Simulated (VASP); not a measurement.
# RbCl (Fm-3m) in VASP: a series of runs

RbCl is run at these levels: HF, HSE06; tasks: single point.

Program: VASP 6.6.1. These are calculated values, not measurements. Logs are shortened: lines on timing, memory, paths and dates and some standing lists are left out, and cuts for length are marked.

## Step 1: The cell of the first run

It takes space group Fm-3m (No. 225, cubic). The conventional cell has a = 6.611 Å, b = 6.611 Å, c = 6.611 Å, α = 90.00°, β = 90.00°, γ = 90.00°. Rb (site symmetry m-3m) has 6 Cl at 3.31 Å within 4.3 Å. Within 4.3 Å of Cl (site symmetry m-3m) lie 6 Rb at 3.31 Å.

## Step 2: Single point, HF

Contents of POSCAR:

```
RbCl
1.0
    0.0000000000      3.3057261382      3.3057261382
    3.3057261382      0.0000000000      3.3057261382
    3.3057261382      3.3057261382      0.0000000000
Rb Cl
1 1
Direct
    0.0000000000      0.0000000000      0.0000000000
    0.5000000000      0.5000000000      0.5000000000
```

Contents of INCAR.step1:

```
SYSTEM = RbCl
PREC = Accurate ; ENCUT = 400
EDIFF = 1E-5 ; ISMEAR = 0
SIGMA = 0.01 ; LREAL = .FALSE.
LASPH = .TRUE. ; NELM = 120
ALGO = Normal ; ISIF = 2
LWAVE = .TRUE. ; GGA = PE
NBANDS = 15 ; GGA_COMPAT = .FALSE.
```

Contents of INCAR.step2:

```
SYSTEM = RbCl
PREC = Accurate ; ENCUT = 400
EDIFF = 1E-6 ; ISMEAR = 0
SIGMA = 0.01 ; LREAL = .FALSE.
LASPH = .TRUE. ; NELM = 120
ALGO = Normal ; ISIF = 2
LWAVE = .FALSE. ; LCHARG = .TRUE.
GGA = PE ; LHFCALC = .TRUE.
AEXX = 1.0 ; ALDAC = 0.0
AGGAC = 0.0 ; PRECFOCK = Normal
LELF = .TRUE. ; LVHAR = .TRUE.
ISTART = 1 ; NBANDS = 15
GGA_COMPAT = .FALSE.
```

Contents of KPOINTS:

```
Automatic mesh
0
G
  4 4 4
  0 0 0
```

Potentials or basis: VASP PAW PBE potentials, release 64 (Rb_sv, Cl).

On the command line:

```
> cat potpaw_PBE.64/Rb_sv/POTCAR potpaw_PBE.64/Cl/POTCAR > POTCAR
> cp INCAR.step1 INCAR
> mpirun -np 1 vasp_std > vasp.out
> cp INCAR.step2 INCAR
> mpirun -np 1 vasp_std > vasp.out
```

OUTCAR:

```text
SYSTEM = RbCl
   PREC = Accurate
   ENCUT = 400
   EDIFF = 1E-6
   ISMEAR = 0
   LREAL = .FALSE.
   LASPH = .TRUE.
   NELM = 120
   ISIF = 2
   GGA = PE
   LHFCALC = .TRUE.
   AEXX = 1.0
   PRECFOCK = Normal
   ISTART = 1

 ion  position               nearest neighbor table
   1  0.000  0.000  0.000-   2 3.31   2 3.31   2 3.31   2 3.31   2 3.31   2 3.31
   2  0.500  0.500  0.500-   1 3.31   1 3.31   1 3.31   1 3.31   1 3.31   1 3.31

  LATTYP: Found a face centered cubic cell.
 ALAT       =     6.6114522764

  Lattice vectors:

 A1 = (   0.0000000000,   3.3057261382,   3.3057261382)
 A2 = (   3.3057261382,   0.0000000000,   3.3057261382)
 A3 = (   3.3057261382,   3.3057261382,   0.0000000000)

Analysis of symmetry for initial positions (statically):
=====================================================================
 Subroutine PRICEL returns:
 Original cell was already a primitive cell.

 Routine SETGRP: Setting up the symmetry group for a
 face centered cubic supercell.

 Subroutine GETGRP returns: Found 48 space group operations
 (whereof 48 operations were pure point group operations)
 out of a pool of 48 trial point group operations.

The static configuration has the point symmetry O_h .

Analysis of symmetry for dynamics (positions and initial velocities):
=====================================================================
 Subroutine PRICEL returns:
 Original cell was already a primitive cell.

 Routine SETGRP: Setting up the symmetry group for a
 face centered cubic supercell.

 Subroutine GETGRP returns: Found 48 space group operations
 (whereof 48 operations were pure point group operations)
 out of a pool of 48 trial point group operations.

The dynamic configuration has the point symmetry O_h .

 Subroutine INISYM returns: Found 48 space group operations
 (whereof 48 operations are pure point group operations),
 and found     1 'primitive' translations

----------------------------------------------------------------------------------------

                                     Primitive cell

  volume of cell :      72.2488

  direct lattice vectors                    reciprocal lattice vectors
     0.000000000  3.305726138  3.305726138    -0.151252699  0.151252699  0.151252699
     3.305726138  0.000000000  3.305726138     0.151252699 -0.151252699  0.151252699
     3.305726138  3.305726138  0.000000000     0.151252699  0.151252699 -0.151252699

  length of vectors
     4.675002738  4.675002738  4.675002738     0.261977359  0.261977359  0.261977359

  position of ions in fractional coordinates (direct lattice)
     0.000000000  0.000000000  0.000000000
     0.500000000  0.500000000  0.500000000

  ion indices of the primitive-cell ions
   primitive index   ion index
                 1           1
                 2           2

----------------------------------------------------------------------------------------

 KPOINTS: Automatic mesh

Automatic generation of k-mesh.
 Grid dimensions read from file:
 generate k-points for:    4    4    4

 Generating k-lattice:

  Cartesian coordinates                     Fractional coordinates (reciprocal lattice)
    -0.037813175  0.037813175  0.037813175     0.250000000  0.000000000  0.000000000
     0.037813175 -0.037813175  0.037813175     0.000000000  0.250000000  0.000000000
     0.037813175  0.037813175 -0.037813175     0.000000000  0.000000000  0.250000000

  Length of vectors
     0.065494340  0.065494340  0.065494340

  Shift w.r.t. Gamma in fractional coordinates (k-lattice)
     0.000000000  0.000000000  0.000000000

 Subroutine IBZKPT returns following result:
 ===========================================

 Found      8 irreducible k-points:

 Following reciprocal coordinates:
            Coordinates               Weight
  0.000000  0.000000  0.000000      1.000000
  0.250000  0.000000  0.000000      8.000000
  0.500000  0.000000  0.000000      4.000000
  0.250000  0.250000  0.000000      6.000000
  0.500000  0.250000  0.000000     24.000000
 -0.250000  0.250000  0.000000     12.000000
  0.500000  0.500000  0.000000      3.000000
 -0.250000  0.500000  0.250000      6.000000
   k-points           NKPTS =      8   k-points in BZ     NKDIM =     64   number of bands    NBANDS=     15
   number of dos      NEDOS =    301   number of ions     NIONS =      2
   total plane-waves  NPLWV =  27000
   dimension x,y,z NGX =    30 NGY =   30 NGZ =   30
   dimension x,y,z NGXF=    60 NGYF=   60 NGZF=   60
   ions per type =               1   1
   NGX,Y,Z   is equivalent  to a cutoff of  10.67, 10.67, 10.67 a.u.
   NGXF,Y,Z  is equivalent  to a cutoff of  21.34, 21.34, 21.34 a.u.
 SYSTEM =  RbCl
   PREC   = accura    normal or accurate (medium, high low for compatibility)
   ISTART =      1    job   : 0-new  1-cont  2-samecut
   ICHARG =      0    charge: 1-file 2-atom 10-const
   ISPIN  =      1    spin polarized calculation?
   LNONCOLLINEAR =      F non collinear calculations
   LSORBIT =      F    spin-orbit coupling
   LASPH  =      T    aspherical Exc in radial PAW
   ENCUT  =  400.0 eV  29.40 Ry    5.42 a.u.   7.62  7.62  7.62*2*pi/ulx,y,z
   NELM   =    120;   NELMIN=  2; NELMDL=  0     # of ELM steps
   EDIFF  = 0.1E-05   stopping-criterion for ELM
   LREAL  =      F    real-space projection
   EDIFFG = 0.1E-04   stopping-criterion for IOM
   NSW    =      0    number of steps for IOM
   IBRION =     -1    ionic relax: 0-MD 1-quasi-New 2-CG
   NFREE  =      0    steps in history (QN), initial steepest desc. (CG)
   ISIF   =      2    stress and relaxation
   ISYM   =      3    0-nonsym 1-usesym 2-fastsym
   POTIM  = 0.5000    time-step for ionic-motion
   TEBEG  =    0.0;   TEEND  =   0.0 temperature during run
   PSTRESS=    0.0 pullay stress
   NELECT =      16.0000    total number of electrons
   NUPDOWN=      -1.0000    fix difference up-down
   EMIN   =  10.00;   EMAX   =-10.00  energy-range for DOS
   EFERMI =   0.00;   METHOD = LEGACY
   ISMEAR =     0;   SIGMA  =   0.01  broadening in eV -4-tet -1-fermi 0-gaus
   EFERMI_NEDOS =   21; number of points for ismear=-14 and -15
   IALGO  =     38    algorithm
   IMIX   =      1    mixing-type and parameters
     AMIX     =   0.40;   BMIX     =  1.00
     AMIX_MAG =   1.60;   BMIX_MAG =  1.00
  volume/ion in A,a.u.               =      36.12       243.78
  Fermi-wavevector in a.u.,A,eV,Ry     =   0.990462  1.871702 13.347527  0.981016
  Thomas-Fermi vector in A             =   2.122134
   LORBIT       =      0    0 simple, 1 ext, 2 COOP (PROOUT), +10 PAW based schemes
   GGA     = PE    functional components
   LHFCALC =     T    Hartree Fock is set to
   PRECFOCK=normal    Normal, Fast or Accurate (Low or Medium for compatibility)
   ENCUT4O =  -1.0   cutoff for four orbital integrals eV
   NKREDX  =     1    reduce k-point grid by
   NKREDY  =     1    reduce k-point grid by
   NKREDZ  =     1    reduce k-point grid by
   AEXX    =    1.0000 exact exchange contribution
   HFSCREEN=    0.0000 screening length (either q_TF or 0.3 A-1)
   HFSCREENC=   0.0000 screening length for correlation (either q_TF or 0.3 A-1)
   ENCUTFOCK=  -1.0 apply spherical cutoff to Coloumb kernel
   IVDW    =     0    specifies the selected vdW correction
   LEPSILON=     F    determine dielectric tensor
   LRPA    =     F    only Hartree local field effects (RPA)
 non-spin polarized calculation
 Gauss-broadening in eV      SIGMA  =   0.01
  energy-cutoff  :      400.00
  volume of cell :       72.25
 maximum number of plane-waves:      1363
  NGX = 24; NGY = 24; NGZ = 24

 number of electron      16.0000002 magnetization

 Free energy of the ion-electron system (eV)
  ---------------------------------------------------
  ext. energy  EPLUGINS =         0.00000000
  ---------------------------------------------------
  free energy    TOTEN  =       -12.16645801 eV

  energy without entropy =      -12.16645801  energy(sigma->0) =      -12.16645801

 E-fermi :  -6.2761     XC(G=0):   0.0000

 val. band max:       -6.4029727945   @ k =   0.0000   0.0000   0.0000
 cond. band min:       6.7022092890   @ k =   0.0000   0.0000   0.0000
 fundamental gap:     13.1051820834
 Fermi energy:        -6.2761423455

 k-point     1 :       0.0000    0.0000    0.0000
  band No.  band energies     occupation
      1     -36.3660      2.00000
      2     -22.9280      2.00000
      3     -15.7760      2.00000
      4     -15.7760      2.00000
      5     -15.7760      2.00000
      6      -6.4030      2.00000
      7      -6.4030      2.00000
      8      -6.4030      2.00000
      9       6.7022      0.00000
     10      10.2463      0.00000
     11      10.2463      0.00000
     12      10.2463      0.00000
     13      11.7406      0.00000
     14      11.7406      0.00000
     15      13.4787      0.00000

 k-point     2 :       0.2500    0.0000    0.0000
  band No.  band energies     occupation
      1     -36.3549      2.00000
      2     -22.9490      2.00000
      3     -15.7740      2.00000
      4     -15.7740      2.00000
      5     -15.7534      2.00000
      6      -6.9187      2.00000
      7      -6.6022      2.00000
      8      -6.6022      2.00000
      9       8.0453      0.00000
     10       9.7411      0.00000
     11      11.1380      0.00000
     12      11.1380      0.00000
     13      12.7417      0.00000
     14      12.7417      0.00000
     15      16.1204      0.00000
[... 77 lines left out ...]
      3     -16.0957      2.00000
      4     -15.9030      2.00000
      5     -15.9030      2.00000
      6      -6.7792      2.00000
      7      -6.5267      2.00000
      8      -6.5267      2.00000
      9       7.9245      0.00000
     10      10.4284      0.00000
     11      11.6332      0.00000
     12      13.2448      0.00000
     13      13.5487      0.00000
     14      15.0653      0.00000
     15      15.0653      0.00000

 k-point     8 :      -0.2500    0.5000    0.2500
  band No.  band energies     occupation
      1     -36.3376      2.00000
      2     -22.8948      2.00000
      3     -15.9984      2.00000
      4     -15.9984      2.00000
      5     -15.7474      2.00000
      6      -6.9162      2.00000
      7      -6.6767      2.00000
      8      -6.6767      2.00000
      9       9.5606      0.00000
     10       9.5606      0.00000
     11      11.9081      0.00000
     12      12.1297      0.00000
     13      15.0321      0.00000
     14      15.1597      0.00000
     15      15.2709      0.00000

------------------------ aborting loop because EDIFF is reached ----------------------------------------

  FORCE on cell =-STRESS in cart. coord.  units (eV):
  Direction    XX          YY          ZZ          XY          YZ          ZX
  --------------------------------------------------------------------------------------
  -------------------------------------------------------------------------------------
  Total        0.8611771      0.8611771      0.8611771     -0.0000000     -0.0000000      0.0000000
  in kB       19.0973213     19.0973213     19.0973213     -0.0000000     -0.0000000      0.0000000
  external PRESSURE =      19.0973213 kB  Pullay stress =       0.0000000 kB

 VOLUME and BASIS-vectors are now :
 -----------------------------------------------------------------------------
  energy-cutoff  :      400.00
  volume of cell :       72.25
      direct lattice vectors                 reciprocal lattice vectors
     0.000000000  3.305726138  3.305726138    -0.151252699  0.151252699  0.151252699
     3.305726138  0.000000000  3.305726138     0.151252699 -0.151252699  0.151252699
     3.305726138  3.305726138  0.000000000     0.151252699  0.151252699 -0.151252699

 POSITION                                       TOTAL-FORCE (eV/Angst)
 -----------------------------------------------------------------------------------
      0.00000      0.00000      0.00000         0.000000     -0.000000     -0.000000
      3.30573      3.30573      3.30573        -0.000000      0.000000      0.000000
 -----------------------------------------------------------------------------------
    total drift:                                0.000000     -0.000000      0.000000

  FREE ENERGIE OF THE ION-ELECTRON SYSTEM (eV)
  ---------------------------------------------------
  free  energy   TOTEN  =       -12.1664580146 eV

  energy  without entropy=      -12.1664580146  energy(sigma->0) =      -12.16645801
```

It took 3.2 min on 1 thread of Intel Xeon 6975P-C (Granite Rapids), shared host; peak memory 0.16 GiB.

What came out:

| Property | Result |
| --- | --- |
| Free energy | -12.1665 eV |
| Pressure | 1.9 GPa |
| Band gap on the k mesh | 13.11 eV |

Caveat: the PAW data sets were made with another functional, which shifts forces and pressure a little.

(Part 1 of 2 ends here.)
